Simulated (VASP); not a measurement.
Here is a VASP 6.6.1 calculation.

INCAR

```
ALGO = Normal
EDIFF = 1E-8
ENCUT = 520
GGA = PE
ISIF = 2
ISMEAR = -1
LASPH = T
LCHARG = F
LEFG = T
LREAL = F
LWAVE = F
NBANDS = 16
NELM = 60
PREC = Accurate
SIGMA = 0.03
```

KPOINTS

```
k-points
0
Gamma
  8 8 8
```

Contents of POSCAR:

```
ZnSe
1.0
    0.0000000000      2.8338000000      2.7771240000
    2.8338000000      0.0000000000      2.7771240000
    2.8338000000      2.8338000000      0.0000000000
Zn Se
1 1
Direct
    0.0000000000      0.0000000000      0.0000000000
    0.7500000000      0.7500000000      0.7500000000
```

Potentials or basis: VASP PAW PBE potentials, release 64 (Zn, Se).

The run is started by

```console
$ cat potpaw_PBE.64/Zn/POTCAR potpaw_PBE.64/Se/POTCAR > POTCAR
$ mpirun -np 1 vasp_std > vasp.out
```

Problem. Predict the pressure.

Solution. 3.8 GPa.

Problem. What does it give for the band gap on the k mesh?

Solution. 1.32 eV, direct.

Electric field gradients, principal values (V/Å²):
| atom | least | middle | greatest (by size) |
| --- | --- | --- | --- |
| 1 Zn | -1.686 | -1.689 | 3.375 |
| 2 Se | 4.102 | 4.102 | -8.204 |

Caveat: the cell differs from its parent crystal (zz strain of -2 %); without QUAD_EFG the Cq values of the log hold for a quadrupole moment of 1 mb, not for the nuclei.
